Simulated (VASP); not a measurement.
Set up this calculation in VASP 6.6.1, as the native input.

| Quantity | Value |
| --- | --- |
| Task | single point |
| Functional | PBE0 |
| Potentials or basis | VASP PAW PBE potentials, release 64 (Pb_d, O) |
| Cutoff | 520 eV |
| k mesh | 4 × 4 × 4 |
| Occupations | fermi-dirac, width 0.02 eV |
| Spin | no spin polarisation |
| Dipole correction | no |
| Grid for exact exchange (PRECFOCK) | Fast |
| Further INCAR settings | ALGO = Normal; EDIFF = 1e-06; NBANDS = 35 |
| Share of exact exchange | 0.25 |

PbO2:

```xyz
6
Lattice="4.9838 0.0000 0.0000 0.0000 4.9838 0.0000 0.0000 0.0000 3.4076" Properties=species:S:1:pos:R:3 pbc="T T T"
Pb    0.0000    0.0000    0.0000
Pb    2.4919    2.4919    1.7038
O     1.5311    1.5311    0.0000
O     0.9608    4.0230    1.7038
O     4.0230    0.9608    1.7038
O     3.4527    3.4527    0.0000
```

These files were run (other wordings do the same):

POSCAR

```
PbO2
1.0
    4.9838461250      0.0000000000      0.0000000000
    0.0000000000      4.9838461250      0.0000000000
    0.0000000000      0.0000000000      3.4076223136
Pb O
2 4
Direct
    0.0000000000      0.0000000000      0.0000000000
    0.5000000000      0.5000000000      0.5000000000
    0.3072128126      0.3072128126      0.0000000000
    0.1927871874      0.8072128126      0.5000000000
    0.8072128126      0.1927871874      0.5000000000
    0.6927871874      0.6927871874      0.0000000000
```

INCAR.step1

```
SYSTEM = PbO2
PREC = Accurate ; ENCUT = 520
EDIFF = 1E-5 ; ISMEAR = -1
SIGMA = 0.02 ; LREAL = .False.
LASPH = .True. ; NELM = 60
ALGO = Normal ; ISIF = 2
LWAVE = .True. ; LCHARG = .False.
NBANDS = 35 ; GGA = PE
KPAR = 4
```

INCAR.step2

```
SYSTEM = PbO2
PREC = Accurate ; ENCUT = 520
EDIFF = 1E-6 ; ISMEAR = -1
SIGMA = 0.02 ; LREAL = .False.
LASPH = .True. ; NELM = 60
ALGO = Normal ; ISIF = 2
LWAVE = .False. ; LCHARG = .False.
GGA = PE ; LHFCALC = .True.
AEXX = 0.25 ; PRECFOCK = Fast
NBANDS = 35 ; ISTART = 1
KPAR = 4
```

KPOINTS

```
regular mesh
0
Gamma
  4 4 4
  0 0 0
```

Potentials or basis: VASP PAW PBE potentials, release 64 (Pb_d, O).

The run is started by

```bash
$ cat potpaw_PBE.64/Pb_d/POTCAR potpaw_PBE.64/O/POTCAR > POTCAR
$ cp INCAR.step1 INCAR
$ mpirun -np 4 vasp_std > vasp.out
$ cp INCAR.step2 INCAR
$ mpirun -np 4 vasp_std > vasp.out
```

Results of the run:

| Quantity | Value |
| --- | --- |
| Pressure | -2.6 GPa |
| Largest force | 0.037 eV/Å |
| Band gap on the k mesh | 0.35 eV |

Caveat: the k points lie up to 0.46 Å⁻¹ apart; the structure was generated, so it needn't be the stable form of PbO2; the PAW data sets were made with another functional, which shifts forces and pressure a little; spin-orbit coupling is left out, which moves the levels of the heavy elements.

Wall time 17 min on 4 MPI ranks on Intel(R) Xeon(R) Platinum 8259CL CPU @ 2.50GHz (Skylake/Cascade Lake), with other jobs on the host, peak memory 0.25 GiB a rank.
